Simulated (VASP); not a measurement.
# InP (Fm-3m) in VASP: settings compared

The runs below take InP through single point, with PBEsol, LDA.

Everything below comes from runs of VASP 6.6.1. Logs are shortened: lines on timing, memory, paths and dates and some standing lists are left out, and cuts for length are marked.

## 1. The cell of the first run

The structure is cubic, space group Fm-3m (No. 225). The conventional cell has a = 5.425 Å, b = 5.425 Å, c = 5.425 Å, α = 90.00°, β = 90.00°, γ = 90.00°. Within 3.6 Å of In (site symmetry m-3m) lie 6 P at 2.71 Å. Within 3.6 Å of P (site symmetry m-3m) lie 6 In at 2.71 Å.

## 2. Single point, PBEsol

INCAR

```
SYSTEM = InP
PREC = Accurate
ENCUT = 520
EDIFF = 1E-6
ISMEAR = -1
SIGMA = 0.05
LREAL = .False.
LASPH = .True.
NELM = 60
ALGO = Normal
ISIF = 2
LWAVE = .False.
LCHARG = .False.
GGA = PS
NBANDS = 16
```

KPOINTS

```
regular mesh
0
Gamma
  8 8 8
  0 0 0
```

POSCAR

```
InP
1.0
    0.0000000000      2.7123113237      2.7123113237
    2.7123113237      0.0000000000      2.7123113237
    2.7123113237      2.7123113237      0.0000000000
In P
1 1
Direct
    0.0000000000      0.0000000000      0.0000000000
    0.5000000000      0.5000000000      0.5000000000
```

Potentials or basis: VASP PAW PBE potentials, release 64 (In_d, P).

Command:

```
$ cat potpaw_PBE.64/In_d/POTCAR potpaw_PBE.64/P/POTCAR > POTCAR
$ mpirun -np 1 vasp_std > vasp.out
```

OUTCAR:

```text
SYSTEM = InP
   PREC = Accurate
   ENCUT = 520
   EDIFF = 1E-6
   ISMEAR = -1
   LREAL = .False.
   LASPH = .True.
   NELM = 60
   ISIF = 2
   GGA = PS

 ion  position               nearest neighbor table
   1  0.000  0.000  0.000-   2 2.71   2 2.71   2 2.71   2 2.71   2 2.71   2 2.71
   2  0.500  0.500  0.500-   1 2.71   1 2.71   1 2.71   1 2.71   1 2.71   1 2.71

  LATTYP: Found a face centered cubic cell.
 ALAT       =     5.4246226474

  Lattice vectors:

 A1 = (   0.0000000000,   2.7123113237,   2.7123113237)
 A2 = (   2.7123113237,   0.0000000000,   2.7123113237)
 A3 = (   2.7123113237,   2.7123113237,   0.0000000000)

Analysis of symmetry for initial positions (statically):
=====================================================================
 Subroutine PRICEL returns:
 Original cell was already a primitive cell.

 Routine SETGRP: Setting up the symmetry group for a
 face centered cubic supercell.

 Subroutine GETGRP returns: Found 48 space group operations
 (whereof 48 operations were pure point group operations)
 out of a pool of 48 trial point group operations.

The static configuration has the point symmetry O_h .

Analysis of symmetry for dynamics (positions and initial velocities):
=====================================================================
 Subroutine PRICEL returns:
 Original cell was already a primitive cell.

 Routine SETGRP: Setting up the symmetry group for a
 face centered cubic supercell.

 Subroutine GETGRP returns: Found 48 space group operations
 (whereof 48 operations were pure point group operations)
 out of a pool of 48 trial point group operations.

The dynamic configuration has the point symmetry O_h .

 Subroutine INISYM returns: Found 48 space group operations
 (whereof 48 operations are pure point group operations),
 and found     1 'primitive' translations

----------------------------------------------------------------------------------------

                                     Primitive cell

  volume of cell :      39.9070

  direct lattice vectors                    reciprocal lattice vectors
     0.000000000  2.712311324  2.712311324    -0.184344620  0.184344620  0.184344620
     2.712311324  0.000000000  2.712311324     0.184344620 -0.184344620  0.184344620
     2.712311324  2.712311324  0.000000000     0.184344620  0.184344620 -0.184344620

  length of vectors
     3.835787459  3.835787459  3.835787459     0.319294248  0.319294248  0.319294248

  position of ions in fractional coordinates (direct lattice)
     0.000000000  0.000000000  0.000000000
     0.500000000  0.500000000  0.500000000

  ion indices of the primitive-cell ions
   primitive index   ion index
                 1           1
                 2           2

----------------------------------------------------------------------------------------

 KPOINTS: regular mesh

Automatic generation of k-mesh.
 Grid dimensions read from file:
 generate k-points for:    8    8    8

 Generating k-lattice:

  Cartesian coordinates                     Fractional coordinates (reciprocal lattice)
    -0.023043077  0.023043077  0.023043077     0.125000000  0.000000000  0.000000000
     0.023043077 -0.023043077  0.023043077     0.000000000  0.125000000  0.000000000
     0.023043077  0.023043077 -0.023043077     0.000000000  0.000000000  0.125000000

  Length of vectors
     0.039911781  0.039911781  0.039911781

  Shift w.r.t. Gamma in fractional coordinates (k-lattice)
     0.000000000  0.000000000  0.000000000

 Subroutine IBZKPT returns following result:
 ===========================================

 Found     29 irreducible k-points:

 Following reciprocal coordinates:
            Coordinates               Weight
  0.000000  0.000000  0.000000      1.000000
  0.125000  0.000000  0.000000      8.000000
  0.250000  0.000000  0.000000      8.000000
  0.375000  0.000000  0.000000      8.000000
  0.500000  0.000000  0.000000      4.000000
  0.125000  0.125000  0.000000      6.000000
[... 16 lines left out ...]
  0.500000  0.250000  0.125000     48.000000
 -0.375000  0.250000  0.125000     24.000000
 [... further k-points ...]
   k-points           NKPTS =     29   k-points in BZ     NKDIM =     29   number of bands    NBANDS=     16
   number of dos      NEDOS =    301   number of ions     NIONS =      2
   total plane-waves  NPLWV =  27000
   dimension x,y,z NGX =    30 NGY =   30 NGZ =   30
   dimension x,y,z NGXF=    60 NGYF=   60 NGZF=   60
   ions per type =               1   1
   NGX,Y,Z   is equivalent  to a cutoff of  13.00, 13.00, 13.00 a.u.
   NGXF,Y,Z  is equivalent  to a cutoff of  26.00, 26.00, 26.00 a.u.
 SYSTEM =  InP
   PREC   = accura    normal or accurate (medium, high low for compatibility)
   ISTART =      0    job   : 0-new  1-cont  2-samecut
   ICHARG =      2    charge: 1-file 2-atom 10-const
   ISPIN  =      1    spin polarized calculation?
   LNONCOLLINEAR =      F non collinear calculations
   LSORBIT =      F    spin-orbit coupling
   LASPH  =      T    aspherical Exc in radial PAW
   ENCUT  =  520.0 eV  38.22 Ry    6.18 a.u.   7.13  7.13  7.13*2*pi/ulx,y,z
   NELM   =     60;   NELMIN=  2; NELMDL= -5     # of ELM steps
   EDIFF  = 0.1E-05   stopping-criterion for ELM
   LREAL  =      F    real-space projection
   EDIFFG = 0.1E-04   stopping-criterion for IOM
   NSW    =      0    number of steps for IOM
   IBRION =     -1    ionic relax: 0-MD 1-quasi-New 2-CG
   NFREE  =      0    steps in history (QN), initial steepest desc. (CG)
   ISIF   =      2    stress and relaxation
   ISYM   =      2    0-nonsym 1-usesym 2-fastsym
   POTIM  = 0.5000    time-step for ionic-motion
   TEBEG  =    0.0;   TEEND  =   0.0 temperature during run
   PSTRESS=    0.0 pullay stress
   NELECT =      18.0000    total number of electrons
   NUPDOWN=      -1.0000    fix difference up-down
   EMIN   =  10.00;   EMAX   =-10.00  energy-range for DOS
   EFERMI =   0.00;   METHOD = LEGACY
   ISMEAR =    -1;   SIGMA  =   0.05  broadening in eV -4-tet -1-fermi 0-gaus
   EFERMI_NEDOS =   21; number of points for ismear=-14 and -15
   IALGO  =     38    algorithm
   IMIX   =      4    mixing-type and parameters
     AMIX     =   0.40;   BMIX     =  1.00
     AMIX_MAG =   1.60;   BMIX_MAG =  1.00
  volume/ion in A,a.u.               =      19.95       134.65
  Fermi-wavevector in a.u.,A,eV,Ry     =   1.255498  2.372548 21.446537  1.576276
  Thomas-Fermi vector in A             =   2.389252
   LORBIT       =      0    0 simple, 1 ext, 2 COOP (PROOUT), +10 PAW based schemes
   GGA     = PS    functional components
   LHFCALC =     F    Hartree Fock is set to
   AEXX    =    0.0000 exact exchange contribution
   IVDW    =     0    specifies the selected vdW correction
   LEPSILON=     F    determine dielectric tensor
   LRPA    =     F    only Hartree local field effects (RPA)
 non-spin polarized calculation
  energy-cutoff  :      520.00
  volume of cell :       39.91
 maximum number of plane-waves:      1090
 NGX is ok and might be reduce to    30
   NGX = 15   NGY = 15   NGZ = 15

 number of electron      17.9999992 magnetization

 Free energy of the ion-electron system (eV)
  ---------------------------------------------------
  ext. energy  EPLUGINS =         0.00000000
  ---------------------------------------------------
  free energy    TOTEN  =        -8.78704841 eV

  energy without entropy =       -8.77535932  energy(sigma->0) =       -8.78120387

 E-fermi :   7.8273     XC(G=0): -10.8379

 val. band max:        7.7795950857   @ k =   0.3750   0.0000   0.0000
 cond. band min:       7.8300491402   @ k =  -0.3750   0.5000   0.1250
 fundamental gap:      0.0504540544
 Fermi energy:         7.8273271923

 k-point     1 :       0.0000    0.0000    0.0000
  band No.  band energies     occupation
      1      -6.5349      2.00000
      2      -6.5349      2.00000
      3      -6.5098      2.00000
      4      -6.5098      2.00000
      5      -6.5098      2.00000
      6      -4.7903      2.00000
[... 8 lines left out ...]
     15      16.4859      0.00000
     16      16.4859      0.00000

 k-point     2 :       0.1250    0.0000    0.0000
  band No.  band energies     occupation
      1      -6.5446      2.00000
      2      -6.5446      2.00000
      3      -6.5111      2.00000
      4      -6.4967      2.00000
      5      -6.4967      2.00000
      6      -4.5804      2.00000
[... 8 lines left out ...]
     15      15.5989      0.00000
     16      16.2479      0.00000

 k-point     3 :       0.2500    0.0000    0.0000
  band No.  band energies     occupation
      1      -6.5727      2.00000
      2      -6.5727      2.00000
      3      -6.5173      2.00000
      4      -6.4600      2.00000
      5      -6.4600      2.00000
      6      -3.9687      2.00000
[... 8 lines left out ...]
     15      16.4895      0.00000
     16      16.4895      0.00000

 k-point     4 :       0.3750    0.0000    0.0000
  band No.  band energies     occupation
      1      -6.6015      2.00000
      2      -6.6015      2.00000
      3      -6.5261      2.00000
      4      -6.4221      2.00000
      5      -6.4221      2.00000
      6      -3.0710      2.00000
[... 8 lines left out ...]
     15      18.0137      0.00000
     16      18.0137      0.00000
[... 324 lines left out ...]
 k-point    22 :       0.3750    0.2500    0.1250
  band No.  band energies     occupation
      1      -6.6704      2.00000
      2      -6.5434      2.00000
      3      -6.5264      2.00000
      4      -6.4434      2.00000
      5      -6.4388      2.00000
      6      -3.3634      2.00000
[... 8 lines left out ...]
     15      19.2364      0.00000
     16      19.3394      0.00000

 k-point    23 :       0.5000    0.2500    0.1250
  band No.  band energies     occupation
      1      -6.7076      2.00000
      2      -6.5649      2.00000
      3      -6.5110      2.00000
      4      -6.4429      2.00000
      5      -6.4108      2.00000
      6      -2.4593      2.00000
[... 8 lines left out ...]
     15      19.2248      0.00000
     16      20.3409      0.00000

 k-point    24 :      -0.3750    0.2500    0.1250
  band No.  band energies     occupation
      1      -6.7201      2.00000
      2      -6.5759      2.00000
      3      -6.4969      2.00000
      4      -6.4514      2.00000
      5      -6.3977      2.00000
      6      -1.8745      2.00000
[... 8 lines left out ...]
     15      17.9448      0.00000
     16      20.7967      0.00000

 [... further k-points ...]
[... 5 lines left out ...]
  --------------------------------------------------------------------------------------
  -------------------------------------------------------------------------------------
  Total        0.3972096      0.3972096      0.3972096      0.0000000      0.0000000      0.0000000
  in kB       15.9470999     15.9470999     15.9470999      0.0000000      0.0000000      0.0000000
  external PRESSURE =      15.9470999 kB  Pullay stress =       0.0000000 kB

 VOLUME and BASIS-vectors are now :
 -----------------------------------------------------------------------------
  energy-cutoff  :      520.00
  volume of cell :       39.91
      direct lattice vectors                 reciprocal lattice vectors
     0.000000000  2.712311324  2.712311324    -0.184344620  0.184344620  0.184344620
     2.712311324  0.000000000  2.712311324     0.184344620 -0.184344620  0.184344620
     2.712311324  2.712311324  0.000000000     0.184344620  0.184344620 -0.184344620

 POSITION                                       TOTAL-FORCE (eV/Angst)
 -----------------------------------------------------------------------------------
      0.00000      0.00000      0.00000        -0.000000      0.000000      0.000000
      2.71231      2.71231      2.71231         0.000000     -0.000000     -0.000000
 -----------------------------------------------------------------------------------
    total drift:                               -0.000000      0.000000      0.000000

  FREE ENERGIE OF THE ION-ELECTRON SYSTEM (eV)
  ---------------------------------------------------
  free  energy   TOTEN  =        -8.7870484136 eV

  energy  without entropy=       -8.7753593212  energy(sigma->0) =       -8.78120387
```

It took 26 s on 1 thread of Intel Xeon Platinum 8488C (Sapphire Rapids), shared host; peak memory 0.17 GiB.

What came out:

```yaml
Free_energy: -8.7870 eV
Pressure: 1.6 GPa
Band_gap_on_the_k_mesh: zero (band 9 reaches 8.05 eV, above the bottom of band 10 at 5.21 eV)
```

Caveat: the PAW data sets were made with another functional, which shifts forces and pressure a little; spin-orbit coupling is left out, which moves the levels of the heavy elements.

## 3. Single point, LDA

This run uses another cell than the first one, of 20.38 Å³/atom, 1.021 times its volume.

INCAR

```
SYSTEM = InP
PREC = Accurate ; ENCUT = 520
EDIFF = 1E-6 ; ISMEAR = -1
SIGMA = 0.05 ; LREAL = .False.
LASPH = .True. ; NELM = 80
ALGO = Normal ; ISIF = 2
LWAVE = .False. ; LCHARG = .True.
GGA = CA ; LELF = .True.
LVHAR = .True. ; NBANDS = 16
```

KPOINTS is that of step 2.

POSCAR

```
InP
1.0
    0.0000000000      2.7314127370      2.7314127370
    2.7314127370      0.0000000000      2.7314127370
    2.7314127370      2.7314127370      0.0000000000
In P
1 1
Direct
    0.0000000000      0.0000000000      0.0000000000
    0.5000000000      0.5000000000      0.5000000000
```

Potentials or basis: VASP PAW LDA potentials, release 64 (In_d, P).

Command:

```
$ cat potpaw_LDA.64/In_d/POTCAR potpaw_LDA.64/P/POTCAR > POTCAR
$ mpirun -np 1 vasp_std > vasp.out
```

Wall time 24 s (1 thread of Intel Xeon Platinum 8488C (Sapphire Rapids), shared host); peak memory 0.15 GiB.

The run converged. Its results:

| Quantity | Value |
| --- | --- |
| Free energy | -9.3086 eV |
| Pressure | -2.2 GPa |
| Band gap on the k mesh | zero (band 9 reaches 7.70 eV, above the bottom of band 10 at 4.89 eV) |

Levels at points of the mesh, in eV from the Fermi level:
| k point | band 7 | band 8 | band 9 | band 10 | band 11 | band 12 |
| --- | --- | --- | --- | --- | --- | --- |
| (0.00, 0.00, 0.00) | -0.39 | -0.39 | -0.39 | 0.62 | 7.05 | 7.05 |
| (0.50, 0.00, 0.00) | -7.01 | 0.11 | 0.11 | 2.34 | 3.22 | 3.22 |
| (0.50, 0.50, 0.00) | -5.31 | -2.70 | -2.56 | -2.56 | 3.66 | 9.96 |

Caveat: spin-orbit coupling is left out, which moves the levels of the heavy elements.
